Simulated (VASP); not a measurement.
Wanted: the native input for a VASP 6.6.1 run.

| Property | Result |
| --- | --- |
| Task | single point |
| Functional | PBEsol |
| Dispersion | D3(BJ) |
| Potentials or basis | VASP PAW PBE potentials, release 64 (Li_sv) |
| Cutoff | 520 eV |
| k mesh | 11 × 11 × 11 |
| Occupations | fermi-dirac, width 0.05 eV |
| Spin | no spin polarisation |
| Dipole correction | no |
| Further INCAR settings | ALGO = Normal; EDIFF = 1e-06; NBANDS = 8 |

The structure of Li lies in POSCAR:

```
Li
1.0
   -1.6650100625      1.6650100625      1.6650100625
    1.6650100625     -1.6650100625      1.6650100625
    1.6650100625      1.6650100625     -1.6650100625
Li
1
Direct
    0.0000000000      0.0000000000      0.0000000000
```

The input as run:

INCAR

```
  ALGO = Normal
  EDIFF = 1E-6
  ENCUT = 520
  GGA = PS
  ISIF = 2
  ISMEAR = -1
  IVDW = 12
  LASPH = T
  LCHARG = F
  LREAL = F
  LWAVE = F
  NBANDS = 8
  NELM = 60
  PREC = Accurate
  SIGMA = 0.05
```

KPOINTS

```
k-points
0
Gamma
  11 11 11
```

Potentials or basis: VASP PAW PBE potentials, release 64 (Li_sv).

The run is started by

```console
$ cat potpaw_PBE.64/Li_sv/POTCAR > POTCAR
$ mpirun -np 1 vasp_std > vasp.out
```

Results of the run:

| Quantity | Value |
| --- | --- |
| Dispersion energy per atom | -0.164 eV |

Wall time 3.7 s on 1 thread of Intel(R) Xeon(R) Platinum 8488C (Sapphire Rapids), with other jobs on the host, peak memory 0.14 GiB.
